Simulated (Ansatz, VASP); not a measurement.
# Two plane-wave programs on SrGe2Mo2

INCAR

```
SYSTEM = SrGe2Mo2
PREC = Accurate
ENCUT = 520
EDIFF = 1E-6
ISMEAR = 0
SIGMA = 0.1
LREAL = .FALSE.
LASPH = .TRUE.
NELM = 150
ALGO = Normal
ISIF = 2
LWAVE = .FALSE.
LCHARG = .FALSE.
ISPIN = 2
MAGMOM = 0 0 0 1 1
LORBIT = 11
LMAXMIX = 4
GGA = PE
NBANDS = 45
```

KPOINTS

```
Automatic mesh
0
G
  4 4 4
  0 0 0
```

Contents of POSCAR:

```
SrGe2Mo2
1.0
    4.6607622628      0.0000000000      0.0000000000
    0.0000000000      4.6607622628      0.0000000000
    0.0000000000      0.0000000000      4.9666801441
Sr Ge Mo
1 2 2
Direct
    0.0000000000      0.0000000000      0.0000000000
    0.0000000000      0.5000000000      0.5000000000
    0.5000000000      0.0000000000      0.5000000000
    0.5000000000      0.5000000000      0.2167716198
    0.5000000000      0.5000000000      0.7832283802
```

Input for Ansatz:

```yaml
crystal:
  lattice:
    - [4.6607622628, 0.0, 0.0]
    - [0.0, 4.6607622628, 0.0]
    - [0.0, 0.0, 4.9666801441]
  atoms:
    - { symbol: Sr, position: [0.0, 0.0, 0.0] }
    - { symbol: Ge, position: [0.0, 0.5, 0.5] }
    - { symbol: Ge, position: [0.5, 0.0, 0.5] }
    - { symbol: Mo, position: [0.5, 0.5, 0.2167716198], spin: 1.0 }
    - { symbol: Mo, position: [0.5, 0.5, 0.7832283802], spin: 1.0 }
basis:
  ecutwfc: 420
kpoints:
  mp_grid: { grid: [4, 4, 4] }
hamiltonian:
  xc: pbe
scf:
  occupations: { method: gaussian, width: 0.1 }
  lower_state_search: "off"
output:
  forces: true
  stress: true
  eigenvalues: true
  populations: true
magnetization:
  spin_polarized: true
```

Change from the starting cell: species swapped into the CeMg2Si2 type (P4/mmm, No. 123).

Alike in both runs: task single point; functional PBE; k mesh 4 × 4 × 4; occupations gaussian, width 0.1 eV; collinear spin.

|  | VASP | Ansatz |
| --- | --- | --- |
| version | VASP 6.6.1 | Ansatz 0.2.0 |
| potentials or method | VASP PAW PBE potentials, release 64 (Sr_sv, Ge_d, Mo_sv), cutoff 520 eV | scalar-relativistic, plane waves, PAW |
| valence electrons in the cell | 66 | 66 |

```csv
,VASP,Ansatz,Ansatz less VASP
gap on the k mesh at the Fermi level (eV),none,none,-
pressure (GPa),0.5,0.0,-0.50
"traceless stress, the component that is largest in VASP (GPa)",0.62,-0.03,-0.657
rms of the force components (eV/Å),0.109,0.008,-0.1010
net moment per atom (μB),0.00,0.00,0.000
```

Atom by atom the forces differ by 0.118 eV/Å (rms over components). A gap of «none» marks a metal or a gap that the smearing closes. The functional is the same, so the differences come from potentials, cutoffs and numerics. Ansatz's warnings: seeded moment not kept.
